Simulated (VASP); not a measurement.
# Al (P-1) in VASP: a series of runs

Aim: see how the results for Al move with the level of theory and the settings. Levels: PBE, PBEsol+D3(BJ), PBEsol+D4, RPBE+D3(BJ). Tasks: single point, relaxation of cell and atoms.

Everything below comes from runs of VASP 6.6.1. Logs are shortened: lines on timing, memory, paths and dates and some standing lists are left out, and cuts for length are marked.

## Step 1: The cell of the first run

The typed cell holds 1 atom: a = 2.824 Å, b = 2.645 Å, c = 2.800 Å, α = 110.77°, β = 108.30°, γ = 109.45°.

## Step 2: Single point, PBE

Input file INCAR:

```
SYSTEM = Al
ALGO = Normal
EDIFF = 1E-6
ENCUT = 520
GGA = PE
ISIF = 2
ISMEAR = 1
LASPH = .TRUE.
LCHARG = .TRUE.
LELF = .TRUE.
LREAL = .FALSE.
LVHAR = .TRUE.
LWAVE = .FALSE.
NBANDS = 8
NELM = 100
PREC = Accurate
SIGMA = 0.1
```

Input file KPOINTS:

```
k-points
0
G
  13 14 13
  0 0 0
```

Input file POSCAR:

```
Al
1.0
   -1.5759003900      1.6569236100      1.6579838500
    1.4794763400     -1.5976414500      1.5022776300
    1.6144548200      1.6361958800     -1.5987016800
Al
1
Direct
    0.0000000000      0.0000000000      0.0000000000
```

Potentials or basis: VASP PAW PBE potentials, release 64 (Al).

The run is started by

```sh
> cat potpaw_PBE.64/Al/POTCAR > POTCAR
> mpirun -np 1 vasp_std > vasp.out
```

OUTCAR:

```text
SYSTEM = Al
   EDIFF = 1E-6
   ENCUT = 520
   GGA = PE
   ISIF = 2
   ISMEAR = 1
   LASPH = .TRUE.
   LREAL = .FALSE.
   NELM = 100
   PREC = Accurate

 ion  position               nearest neighbor table
   1  0.000  0.000  0.000-

  LATTYP: Found a triclinic cell.
 ALAT       =     2.6454010133
 B/A-ratio  =     1.6944159200
 C/A-ratio  =     1.0676998823
 COS(alpha) =     0.0003266186
 COS(beta)  =     0.3329699808
 COS(gamma) =     0.8117332543

  Lattice vectors:

 A1 = (   1.4794763400,  -1.5976414500,   1.5022776300)
 A2 = (  -0.1349784800,  -3.2338373300,   3.1009793100)
 A3 = (   1.5759003900,  -1.6569236100,  -1.6579838500)

Analysis of symmetry for initial positions (statically):
=====================================================================
 Subroutine PRICEL returns:
 Original cell was already a primitive cell.

 Routine SETGRP: Setting up the symmetry group for a
 triclinic supercell.

 Subroutine GETGRP returns: Found  2 space group operations
 (whereof  2 operations were pure point group operations)
 out of a pool of  2 trial point group operations.

The static configuration has the point symmetry S_2 .

Analysis of symmetry for dynamics (positions and initial velocities):
=====================================================================
 Subroutine PRICEL returns:
 Original cell was already a primitive cell.

 Routine SETGRP: Setting up the symmetry group for a
 triclinic supercell.

 Subroutine GETGRP returns: Found  2 space group operations
 (whereof  2 operations were pure point group operations)
 out of a pool of  2 trial point group operations.

The dynamic configuration has the point symmetry S_2 .

 Subroutine INISYM returns: Found  2 space group operations
 (whereof  2 operations are pure point group operations),
 and found     1 'primitive' translations

----------------------------------------------------------------------------------------

                                     Primitive cell

  volume of cell :      16.0761

  direct lattice vectors                    reciprocal lattice vectors
    -1.575900390  1.656923610  1.657983850     0.005979769  0.297994469  0.311021997
     1.479476340 -1.597641450  1.502277630     0.333519928 -0.009787513  0.326789278
     1.614454820  1.636195880 -1.598701680     0.319605524  0.299847346  0.004126893

  length of vectors
[... 80 lines left out ...]
   EDIFF  = 0.1E-05   stopping-criterion for ELM
   LREAL  =      F    real-space projection
   EDIFFG = 0.1E-04   stopping-criterion for IOM
   NSW    =      0    number of steps for IOM
   IBRION =     -1    ionic relax: 0-MD 1-quasi-New 2-CG
   NFREE  =      0    steps in history (QN), initial steepest desc. (CG)
   ISIF   =      2    stress and relaxation
   ISYM   =      2    0-nonsym 1-usesym 2-fastsym
   POTIM  = 0.5000    time-step for ionic-motion
   TEBEG  =    0.0;   TEEND  =   0.0 temperature during run
   PSTRESS=    0.0 pullay stress
   NELECT =       3.0000    total number of electrons
   NUPDOWN=      -1.0000    fix difference up-down
   EMIN   =  10.00;   EMAX   =-10.00  energy-range for DOS
   EFERMI =   0.00;   METHOD = LEGACY
   ISMEAR =     1;   SIGMA  =   0.10  broadening in eV -4-tet -1-fermi 0-gaus
   EFERMI_NEDOS =   21; number of points for ismear=-14 and -15
   IALGO  =     38    algorithm
   IMIX   =      4    mixing-type and parameters
     AMIX     =   0.40;   BMIX     =  1.00
     AMIX_MAG =   1.60;   BMIX_MAG =  1.00
  volume/ion in A,a.u.               =      16.08       108.49
  Fermi-wavevector in a.u.,A,eV,Ry     =   0.935523  1.767883 11.907874  0.875204
  Thomas-Fermi vector in A             =   2.062440
   LORBIT       =      0    0 simple, 1 ext, 2 COOP (PROOUT), +10 PAW based schemes
   GGA     = PE    functional components
   LHFCALC =     F    Hartree Fock is set to
   AEXX    =    0.0000 exact exchange contribution
   IVDW    =     0    specifies the selected vdW correction
   LEPSILON=     F    determine dielectric tensor
   LRPA    =     F    only Hartree local field effects (RPA)
 non-spin polarized calculation
 Methfessel and Paxton  Order N= 1 SIGMA  =   0.10
  energy-cutoff  :      520.00
  volume of cell :       16.08
 maximum number of plane-waves:       446
 NGX is ok and might be reduce to    24
   NGX = 11   NGY =  9   NGZ = 11

 number of electron       3.0000000 magnetization

 Free energy of the ion-electron system (eV)
  ---------------------------------------------------
  ext. energy  EPLUGINS =         0.00000000
  ---------------------------------------------------
  free energy    TOTEN  =        -3.62549285 eV

  energy without entropy =       -3.62554953  energy(sigma->0) =       -3.62551174

 E-fermi :   8.2948     XC(G=0): -10.2931

 val. band max:        8.2921488612   @ k =  -0.0769   0.5000   0.2308
 cond. band min:       8.2983715079   @ k =  -0.4615  -0.4286   0.3846
 fundamental gap:      0.0062226467
 Fermi energy:         8.2948079141

 k-point     1 :       0.0000    0.0000    0.0000
  band No.  band energies     occupation
      1      -3.0387      2.00000
      2      20.7500      0.00000
      3      21.6159      0.00000
      4      22.1133      0.00000
      5      22.2745      0.00000
      6      22.7834      0.00000
      7      24.3014      0.00000
      8      24.3591      0.00000
[... 243 lines left out ...]
 k-point    24 :       0.2308    0.1429   -0.0000
  band No.  band energies     occupation
      1       0.0329      2.00000
      2      10.0230     -0.00000
      3      15.1479      0.00000
      4      16.5886      0.00000
      5      21.1662      0.00000
      6      22.8963      0.00000
      7      27.0665      0.00000
      8      28.1907      0.00000

 [... further k-points ...]

------------------------ aborting loop because EDIFF is reached ----------------------------------------

  FORCE on cell =-STRESS in cart. coord.  units (eV):
  Direction    XX          YY          ZZ          XY          YZ          ZX
  --------------------------------------------------------------------------------------
  -------------------------------------------------------------------------------------
  Total        0.4765924      0.5508836      0.3264415     -0.1836492     -0.2490365      0.3175886
  in kB       47.4980677     54.9020623     32.5337526    -18.3028146    -24.8194358     31.6514579
  external PRESSURE =      44.9779609 kB  Pullay stress =       0.0000000 kB

 VOLUME and BASIS-vectors are now :
 -----------------------------------------------------------------------------
  energy-cutoff  :      520.00
  volume of cell :       16.08
      direct lattice vectors                 reciprocal lattice vectors
    -1.575900390  1.656923610  1.657983850     0.005979769  0.297994469  0.311021997
     1.479476340 -1.597641450  1.502277630     0.333519928 -0.009787513  0.326789278
     1.614454820  1.636195880 -1.598701680     0.319605524  0.299847346  0.004126893

 POSITION                                       TOTAL-FORCE (eV/Angst)
 -----------------------------------------------------------------------------------
      0.00000      0.00000      0.00000         0.000000     -0.000000     -0.000000
 -----------------------------------------------------------------------------------
    total drift:                                0.000000     -0.000000     -0.000000

  FREE ENERGIE OF THE ION-ELECTRON SYSTEM (eV)
  ---------------------------------------------------
  free  energy   TOTEN  =        -3.6254928503 eV

  energy  without entropy=       -3.6255495271  energy(sigma->0) =       -3.62551174
```

stdout:

```text
POSCAR found type information on POSCAR Al
 POSCAR found :  1 types and       1 ions
 scaLAPACK will be used
 LDA part: xc-table for (Slater+PW92), standard interpolation
 POSCAR, INCAR and KPOINTS ok, starting setup
 FFT: planning ... GRIDC
 FFT: planning ... GRID_SOFT
 FFT: planning ... GRID
 WAVECAR not read
 entering main loop
```

Wall time 32 s (1 thread of Intel Xeon 6975P-C (Granite Rapids), shared host); peak memory 0.23 GiB.

What came out:

* Free energy: -3.6255 eV
* Pressure: 4.5 GPa
* Band gap on the k mesh: zero (an odd number of electrons rules out a gap without spin polarisation)

Levels at points of the mesh, in eV from the Fermi level:
| k point | band 1 | band 2 | band 3 | band 4 |
| --- | --- | --- | --- | --- |
| (0.00, 0.00, 0.00) | -11.33 | 12.46 | 13.32 | 13.82 |
| (0.00, 0.50, 0.00) | -3.93 | -2.96 | 7.11 | 7.44 |

Caveat: the cell stands under pressure.

## Step 3: Relaxation of cell and atoms, PBEsol+D3(BJ)

Input file INCAR:

```
SYSTEM = Al
PREC = Accurate ; ENCUT = 600
EDIFF = 1E-6 ; ISMEAR = -1
SIGMA = 0.05 ; LREAL = .False.
LASPH = .True. ; NELM = 60
ALGO = Normal ; ISIF = 3
LWAVE = .False. ; LCHARG = .False.
GGA = PS ; IVDW = 12
IBRION = 2 ; NSW = 60
EDIFFG = -0.01
```

Input file KPOINTS:

```
Automatic mesh
0
Gamma
  11 12 12
  0 0 0
```

POSCAR is that of step 2.

Potentials or basis: VASP PAW PBE potentials, release 64 (Al).

The run is started by

```sh
> cat potpaw_PBE.64/Al/POTCAR > POTCAR
> mpirun -np 1 vasp_std > vasp.out
```

It took 9.8 min on 1 thread of Intel Xeon 8259CL, shared host; peak memory 0.22 GiB.

It converged, with:

```
Free energy                           : -4.4301 eV
Relaxed volume                        : 15.58 Å³/atom
Relaxed cell                          : a = 2.766 Å, b = 2.812 Å, c = 2.809 Å, α = 119.91°, β = 89.99°, γ = 119.55°
Space group after relaxing (to 0.1 Å) : Fm-3m (No. 225)
Energy gained by relaxing             : 122.9 meV/atom
Ionic steps                           : 33
Pressure after relaxing               : 0.0 GPa
Band gap on the k mesh                : zero (an odd number of electrons rules out a gap without spin polarisation)
Dispersion energy per atom            : -0.337 eV
```

Stress tensor (GPa, compression positive):
```
-0.05 -0.03  0.03
-0.03 -0.06 -0.06
 0.03 -0.06 -0.02
```

The path:
| step | energy change (eV) | largest force (eV/Å) | pressure (GPa) | volume (Å³) |
| --- | --- | --- | --- | --- |
| 1 | 0.0000 | 0.0000 | -0.24 | 16.08 |
| 2 | -0.0111 | 0.0000 | -0.42 | 16.01 |
| 3 | -0.0154 | 0.0000 | -0.22 | 15.92 |
| 4 | -0.0154 | 0.0000 | -0.25 | 15.93 |
| 5 | -0.0175 | 0.0000 | 0.20 | 15.85 |
| 6 | -0.0271 | 0.0000 | 1.59 | 15.59 |
| 7 | -0.0497 | 0.0000 | 5.22 | 15.03 |
| 8 | 0.0597 | 0.0000 | 18.60 | 13.73 |
| 9 | -0.0520 | 0.0000 | 6.38 | 14.88 |
| 10 | -0.0485 | 0.0000 | 8.36 | 14.64 |
| 11 | -0.0515 | 0.0000 | 7.27 | 14.77 |
| 12 | -0.0516 | 0.0000 | 7.28 | 14.77 |
| 13 | -0.0520 | 0.0000 | 7.34 | 14.76 |
| 14 | -0.0527 | 0.0000 | 7.46 | 14.74 |
| 15 | -0.0537 | 0.0000 | 7.70 | 14.71 |
| 16 | -0.0531 | 0.0000 | 8.17 | 14.65 |
| 17 | -0.0538 | 0.0000 | 7.92 | 14.69 |
| 18 | -0.0548 | 0.0000 | 7.82 | 14.70 |
| 19 | -0.0579 | 0.0000 | 7.53 | 14.73 |
| 20 | -0.0638 | 0.0000 | 6.95 | 14.79 |
| 21 | -0.0745 | 0.0000 | 5.85 | 14.90 |
| 22 | -0.0912 | 0.0000 | 3.80 | 15.14 |
| 23 | -0.1091 | 0.0000 | 0.32 | 15.61 |
| 24 | -0.1102 | 0.0000 | -0.71 | 15.78 |
| 25 | -0.1124 | 0.0000 | -0.63 | 15.76 |
| 26 | -0.1177 | 0.0000 | -0.34 | 15.67 |
| 27 | -0.1218 | 0.0000 | 0.44 | 15.49 |
| 28 | -0.1218 | 0.0000 | 0.57 | 15.47 |
| 29 | -0.1225 | 0.0000 | 0.26 | 15.52 |
| 30 | -0.1228 | 0.0000 | -0.10 | 15.58 |
| 31 | -0.1228 | 0.0000 | -0.15 | 15.60 |
| 32 | -0.1228 | 0.0000 | -0.17 | 15.60 |
| 33 | -0.1229 | 0.0000 | -0.04 | 15.58 |

Final structure:
```
CELL_PARAMETERS angstrom
-1.38079 1.94870 1.39509
1.40402 -1.98511 1.41309
1.41009 1.99359 -1.38838
ATOMIC_POSITIONS crystal
Al 0.00000 0.00000 0.00000
```

Levels at points of the mesh, in eV from the Fermi level:
| k point | band 1 | band 2 | band 3 | band 4 | band 5 |
| --- | --- | --- | --- | --- | --- |
| (0.00, 0.00, 0.00) | -11.50 | 12.76 | 12.82 | 13.28 | 14.59 |
| (0.00, 0.50, 0.00) | -3.19 | -1.83 | 5.42 | 5.82 | 6.41 |
| (0.00, 0.00, 0.50) | -4.84 | -4.53 | 11.49 | 11.87 | 12.17 |
| (0.00, 0.50, 0.50) | -4.83 | -4.51 | 11.46 | 11.83 | 12.17 |

Caveat: the PAW data sets were made with another functional, which shifts forces and pressure a little.

## Step 4: Relaxation of cell and atoms, PBEsol+D4

Input file INCAR:

```
ALGO = Normal ; EDIFF = 1E-6
EDIFFG = -0.01 ; ENCUT = 600
GGA = PS ; IBRION = 2
ISIF = 3 ; ISMEAR = -1
IVDW = 13 ; LASPH = T
LCHARG = F ; LREAL = F
LWAVE = F ; NELM = 80
NSW = 60 ; PREC = Accurate
SIGMA = 0.05
```

Input file KPOINTS:

```
k-points
0
Gamma
  11 12 12
```

POSCAR is that of step 3.

The run is started by

```sh
> cat potpaw_PBE.64/Al/POTCAR > POTCAR
> mpirun -np 1 vasp_std > vasp.out
```

Run time: 7.6 min. Hardware: 1 thread of Intel Xeon 8259CL, shared host; peak memory 0.21 GiB.

Results (log left out):

```yaml
Free_energy: -4.3058 eV
Relaxed_volume: 15.83 Å³/atom
Relaxed_cell: a = 2.781 Å, b = 2.829 Å, c = 2.824 Å, α = 119.97°, β = 89.97°, γ = 119.54°
Space_group_after_relaxing_to_0.1_Å: Fm-3m (No. 225)
Energy_gained_by_relaxing: 119.6 meV/atom
Ionic_steps: 26
Pressure_after_relaxing: -0.1 GPa
Band_gap_on_the_k_mesh: zero (an odd number of electrons rules out a gap without spin polarisation)
Dispersion_energy_per_atom: -0.208 eV
```

Stress tensor (GPa, compression positive):
```
-0.03  0.07 -0.02
 0.07 -0.10 -0.03
-0.02 -0.03 -0.02
```

Step by step:
```
step  energy change (eV)  largest force (eV/Å)  pressure (GPa)  volume (Å³)
   1              0.0000                0.0000            1.13        16.08
   2             -0.0108                0.0000           -0.61        16.34
   3             -0.0128                0.0000           -1.45        16.48
   4             -0.0167                0.0000           -0.07        16.18
   5             -0.0168                0.0000            0.30        16.11
   6             -0.0214                0.0000            0.38        16.08
   7             -0.0474                0.0000            0.71        15.96
   8             -0.0996                0.0000            1.54        15.65
   9             -0.0244                0.0000           10.07        14.66
  10             -0.1069                0.0000            2.20        15.49
  11             -0.1037                0.0000            3.44        15.27
  12             -0.1078                0.0000            2.69        15.39
  13             -0.1088                0.0000            2.43        15.42
  14             -0.1093                0.0000            2.20        15.46
  15             -0.1093                0.0000            2.10        15.47
  16             -0.1107                0.0000            1.81        15.52
  17             -0.1140                0.0000            0.97        15.65
  18             -0.1175                0.0000           -0.59        15.92
  19             -0.1178                0.0000           -1.08        16.02
  20             -0.1187                0.0000           -0.85        15.97
  21             -0.1193                0.0000           -0.47        15.91
  22             -0.1193                0.0000           -0.39        15.89
  23             -0.1195                0.0000           -0.18        15.85
  24             -0.1196                0.0000            0.11        15.80
  25             -0.1196                0.0000            0.06        15.81
  26             -0.1196                0.0000           -0.05        15.83
```

Final structure:
```
Al
1.0
    -1.38813    1.97119    1.38556
     1.41325   -1.98434    1.43901
     1.41495    1.99307   -1.41509
Al
1
Direct
  0.00000 0.00000 0.00000
```

Levels at points of the mesh, in eV from the Fermi level:
```csv
k point,band 1,band 2,band 3,band 4,band 5
"(0.00, 0.00, 0.00)",-11.38,12.68,12.73,13.19,14.37
"(0.00, 0.50, 0.00)",-3.15,-1.82,5.42,5.75,6.33
"(0.00, 0.00, 0.50)",-4.76,-4.49,11.40,11.67,12.09
"(0.00, 0.50, 0.50)",-4.77,-4.49,11.40,11.68,12.09
```

Caveat: the PAW data sets were made with another functional, which shifts forces and pressure a little.

(Part 1 of 2 ends here.)
